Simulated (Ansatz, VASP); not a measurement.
Two plane-wave programs on Pt

```
CELL_PARAMETERS angstrom
0.00000 1.98379 1.98379
1.98379 0.00000 1.98379
1.98379 1.98379 0.00000
ATOMIC_POSITIONS crystal
Pt 0.00000 0.00000 0.00000
```

Alike in both runs: functional PBE; k mesh 8 × 8 × 8; occupations gaussian, width 0.1 eV; no spin polarisation.

Ansatz relaxed the structure, and its values are those at the end. VASP's run is a single point on that final structure, the one shown.

|  | VASP | Ansatz |
| --- | --- | --- |
| version | VASP 6.6.1 | Ansatz 0.2.0 |
| potentials or method | VASP PAW PBE potentials, release 64 (Pt), cutoff 500 eV | scalar-relativistic, plane waves, PAW |
| valence electrons in the cell | 10 | 18 |

|  | VASP | Ansatz | Ansatz less VASP |
| --- | --- | --- | --- |
| gap on the k mesh at the Fermi level (eV) | none | none | - |
| pressure (GPa) | -0.7 | -0.2 | +0.52 |

A gap of «none» marks a metal or a gap that the smearing closes. VASP's potentials hold 10 valence electrons a cell and Ansatz's 18, so a difference there can come from the potentials and not from the codes.

Neither program's run includes spin-orbit coupling.
